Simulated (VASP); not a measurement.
# SiC in VASP: further runs, part 3 of 3

VASP 6.6.1. The steps go on from the part before.

**6. Electric field gradients, PBE (volume scaled by 1.025)**

INCAR

```
SYSTEM = SiC
ALGO     = Normal         ! electronic algorithm
EDIFF    = 1E-8           ! SCF threshold, eV
ENCUT    = 520            ! plane-wave cutoff, eV
GGA      = PE             ! functional
ISIF     = 2              ! what is computed and relaxed
ISMEAR   = -1             ! smearing method
LASPH    = .TRUE.         ! aspherical terms in the spheres
LCHARG   = .FALSE.        ! write CHGCAR
LEFG     = .TRUE.       
LREAL    = .FALSE.        ! projectors in reciprocal space
LWAVE    = .FALSE.        ! write WAVECAR
NBANDS   = 11             ! bands
NELM     = 100            ! most SCF steps
PREC     = Accurate       ! precision mode
SIGMA    = 0.05           ! smearing width, eV
```

KPOINTS

```
k-points
0
G
  16 16 16
  0 0 0
```

POSCAR

```
SiC
1.0
    0.0000000000      2.1919677570      2.1919677570
    2.1919677570      0.0000000000      2.1919677570
    2.1919677570      2.1919677570      0.0000000000
Si C
1 1
Direct
    0.0000000000      0.0000000000      0.0000000000
    0.7500000000      0.7500000000      0.7500000000
```

Potentials or basis: VASP PAW PBE potentials, release 64 (Si, C).

Command:

```console
$ cat potpaw_PBE.64/Si/POTCAR potpaw_PBE.64/C/POTCAR > POTCAR
$ mpirun -np 1 vasp_std > vasp.out
```

OUTCAR:

```text
SYSTEM = SiC
   EDIFF = 1E-8
   ENCUT = 520
   GGA = PE
   ISIF = 2
   ISMEAR = -1
   LASPH = .TRUE.
   LREAL = .FALSE.
   NELM = 100
   PREC = Accurate

 ion  position               nearest neighbor table
   1  0.000  0.000  0.000-   2 1.90   2 1.90   2 1.90   2 1.90
   2  0.750  0.750  0.750-   1 1.90   1 1.90   1 1.90   1 1.90

  LATTYP: Found a face centered cubic cell.
 ALAT       =     4.3839355140

  Lattice vectors:

 A1 = (   0.0000000000,   2.1919677570,   2.1919677570)
 A2 = (   2.1919677570,   0.0000000000,   2.1919677570)
 A3 = (   2.1919677570,   2.1919677570,   0.0000000000)

Analysis of symmetry for initial positions (statically):
=====================================================================
 Subroutine PRICEL returns:
 Original cell was already a primitive cell.

 Routine SETGRP: Setting up the symmetry group for a
 face centered cubic supercell.

 Subroutine GETGRP returns: Found 24 space group operations
 (whereof 24 operations were pure point group operations)
 out of a pool of 48 trial point group operations.

The static configuration has the point symmetry T_d .

Analysis of symmetry for dynamics (positions and initial velocities):
=====================================================================
 Subroutine PRICEL returns:
 Original cell was already a primitive cell.

 Routine SETGRP: Setting up the symmetry group for a
 face centered cubic supercell.

 Subroutine GETGRP returns: Found 24 space group operations
 (whereof 24 operations were pure point group operations)
 out of a pool of 48 trial point group operations.

The dynamic configuration has the point symmetry T_d .

 Subroutine INISYM returns: Found 24 space group operations
 (whereof 24 operations are pure point group operations),
 and found     1 'primitive' translations

----------------------------------------------------------------------------------------

                                     Primitive cell

  volume of cell :      21.0636

  direct lattice vectors                    reciprocal lattice vectors
     0.000000000  2.191967757  2.191967757    -0.228105545  0.228105545  0.228105545
     2.191967757  0.000000000  2.191967757     0.228105545 -0.228105545  0.228105545
     2.191967757  2.191967757  0.000000000     0.228105545  0.228105545 -0.228105545

  length of vectors
     3.099910530  3.099910530  3.099910530     0.395090394  0.395090394  0.395090394

  position of ions in fractional coordinates (direct lattice)
     0.000000000  0.000000000  0.000000000
     0.750000000  0.750000000  0.750000000

  ion indices of the primitive-cell ions
   primitive index   ion index
                 1           1
                 2           2

----------------------------------------------------------------------------------------

 KPOINTS: k-points

Automatic generation of k-mesh.
 Grid dimensions read from file:
 generate k-points for:   16   16   16

[... 78 lines left out ...]
   ISMEAR =    -1;   SIGMA  =   0.05  broadening in eV -4-tet -1-fermi 0-gaus
   EFERMI_NEDOS =   21; number of points for ismear=-14 and -15
   IALGO  =     38    algorithm
   IMIX   =      4    mixing-type and parameters
     AMIX     =   0.40;   BMIX     =  1.00
     AMIX_MAG =   1.60;   BMIX_MAG =  1.00
  volume/ion in A,a.u.               =      10.53        71.07
  Fermi-wavevector in a.u.,A,eV,Ry     =   1.185570  2.240403 19.124037  1.405577
  Thomas-Fermi vector in A             =   2.321761
   LORBIT       =      0    0 simple, 1 ext, 2 COOP (PROOUT), +10 PAW based schemes
   GGA     = PE    functional components
   LHFCALC =     F    Hartree Fock is set to
   AEXX    =    0.0000 exact exchange contribution
   IVDW    =     0    specifies the selected vdW correction
   LEPSILON=     F    determine dielectric tensor
   LRPA    =     F    only Hartree local field effects (RPA)
 non-spin polarized calculation
  energy-cutoff  :      520.00
  volume of cell :       21.06
 maximum number of plane-waves:       588
   NGX = 11   NGY = 11   NGZ = 11

 number of electron       8.0000001 magnetization

 Free energy of the ion-electron system (eV)
  ---------------------------------------------------
  ext. energy  EPLUGINS =         0.00000000
  ---------------------------------------------------
  free energy    TOTEN  =       -15.06086600 eV

  energy without entropy =      -15.06086600  energy(sigma->0) =      -15.06086600

 E-fermi :   8.6408     XC(G=0): -11.2786

 val. band max:        7.9082836274   @ k =   0.0000   0.0000   0.0000
 cond. band min:       9.2816605721   @ k =   0.5000   0.5000   0.0000
 fundamental gap:      1.3733769447
 Fermi energy:         8.6407867222

 k-point     1 :       0.0000    0.0000    0.0000
  band No.  band energies     occupation
      1      -7.3559      2.00000
      2       7.9083      2.00000
      3       7.9083      2.00000
      4       7.9083      2.00000
      5      13.9339      0.00000
      6      15.0932      0.00000
      7      15.0932      0.00000
      8      15.0932      0.00000
      9      22.3114      0.00000
     10      22.3114      0.00000
     11      24.1146      0.00000
[... 309 lines left out ...]
 k-point    24 :      -0.0625    0.0625    0.0000
  band No.  band energies     occupation
      1      -7.1553      2.00000
      2       6.9983      2.00000
      3       7.5060      2.00000
      4       7.8845      2.00000
      5      14.3426      0.00000
      6      15.0286      0.00000
      7      15.2181      0.00000
      8      15.6979      0.00000
      9      20.9012      0.00000
     10      21.7366      0.00000
     11      24.5764      0.00000

 [... further k-points ...]

------------------------ aborting loop because EDIFF is reached ----------------------------------------

  FORCE on cell =-STRESS in cart. coord.  units (eV):
  Direction    XX          YY          ZZ          XY          YZ          ZX
  --------------------------------------------------------------------------------------
  -------------------------------------------------------------------------------------
  Total       -0.0865403     -0.0865403     -0.0865403      0.0000000      0.0000000      0.0000000
  in kB       -6.5825853     -6.5825853     -6.5825853      0.0000000      0.0000000      0.0000000
  external PRESSURE =      -6.5825853 kB  Pullay stress =       0.0000000 kB

 VOLUME and BASIS-vectors are now :
 -----------------------------------------------------------------------------
  energy-cutoff  :      520.00
  volume of cell :       21.06
      direct lattice vectors                 reciprocal lattice vectors
     0.000000000  2.191967757  2.191967757    -0.228105545  0.228105545  0.228105545
     2.191967757  0.000000000  2.191967757     0.228105545 -0.228105545  0.228105545
     2.191967757  2.191967757  0.000000000     0.228105545  0.228105545 -0.228105545

 POSITION                                       TOTAL-FORCE (eV/Angst)
 -----------------------------------------------------------------------------------
      0.00000      0.00000      0.00000         0.000000     -0.000000     -0.000000
      3.28795      3.28795      3.28795        -0.000000      0.000000      0.000000
 -----------------------------------------------------------------------------------
    total drift:                               -0.000000     -0.000000     -0.000000

  FREE ENERGIE OF THE ION-ELECTRON SYSTEM (eV)
  ---------------------------------------------------
  free  energy   TOTEN  =       -15.0608660019 eV

  energy  without entropy=      -15.0608659953  energy(sigma->0) =      -15.06086600

 Electric field gradients (V/A^2)
---------------------------------------------------------------------
 ion       V_xx      V_yy      V_zz      V_xy      V_xz      V_yz
---------------------------------------------------------------------
   1       0.000     0.000     0.000     0.000     0.000     0.000
   2       0.000     0.000     0.000     0.000     0.000     0.000
---------------------------------------------------------------------

 Electric field gradients after diagonalization (V/A^2)
 (convention: |V_zz| > |V_xx| > |V_yy|)
----------------------------------------------------------------------
 ion       V_xx      V_yy      V_zz     asymmetry (V_yy - V_xx)/ V_zz
----------------------------------------------------------------------
   1      -0.000    -0.000     0.000       0.000
   2      -0.000    -0.000     0.001       0.000
----------------------------------------------------------------------

           NMR quadrupolar parameters

 Cq : quadrupolar parameter    Cq=e*Q*V_zz/h
 eta: asymmetry parameters     (V_yy - V_xx)/ V_zz
 Q  : nuclear electric quadrupole moment in mb (millibarn)
----------------------------------------------------------------------
 ion       Cq(MHz)       eta       Q (mb)
----------------------------------------------------------------------
   1       0.000       0.000       1.000
   2       0.000       0.000       1.000
----------------------------------------------------------------------
```

It took 12 s on 1 thread of Intel Xeon Platinum 8559C (Emerald Rapids), shared host; peak memory 0.15 GiB.

What came out:

- Free energy: -15.0609 eV
- Pressure: -0.7 GPa
- Band gap on the k mesh: 1.37 eV, indirect (least direct gap 4.52 eV)

Levels at points of the mesh, in eV from the valence-band top:
| k point | band 1 | band 2 | band 3 | band 4 | band 5 | band 6 | band 7 | band 8 |
| --- | --- | --- | --- | --- | --- | --- | --- | --- |
| (0.00, 0.00, 0.00) | -15.26 | 0.00 | 0.00 | 0.00 | 6.03 | 7.18 | 7.18 | 7.18 |
| (0.50, 0.00, 0.00) | -11.76 | -8.44 | -1.05 | -1.05 | 5.27 | 7.16 | 7.16 | 9.96 |
| (0.50, 0.50, 0.00) | -10.33 | -7.74 | -3.15 | -3.15 | 1.37 | 4.26 | 13.83 | 13.83 |

Caveat: without QUAD_EFG the Cq values of the log hold for a quadrupole moment of 1 mb, not for the nuclei. A k mesh can miss the band edges.

**7. Summary**

```tsv
cell	gap on the mesh (eV)	pressure (GPa)
a = 3.029, b = 3.029, c = 2.982 Å, angles 60.5, 60.5, 59.0°, 2 atoms	1.12	20.5
a = 3.022 Å, angles 60.0°, 2 atoms	1.30	17.8
a = 3.049 Å, angles 60.0°, 2 atoms	1.33	10.9
a = 3.075 Å, angles 60.0°, 2 atoms	1.35	4.8
a = 3.100 Å, angles 60.0°, 2 atoms	1.37	-0.7
```

Alike in all rows: task electric field gradients; level PBE; potentials or basis VASP PAW PBE potentials, release 64 (Si, C); no spin polarisation; k mesh 16 × 16 × 16; cutoff (eV) 520; smearing fermi-dirac 0.05 eV.

Total energies depend on the potentials used, so only differences within one code and one set of settings carry meaning.
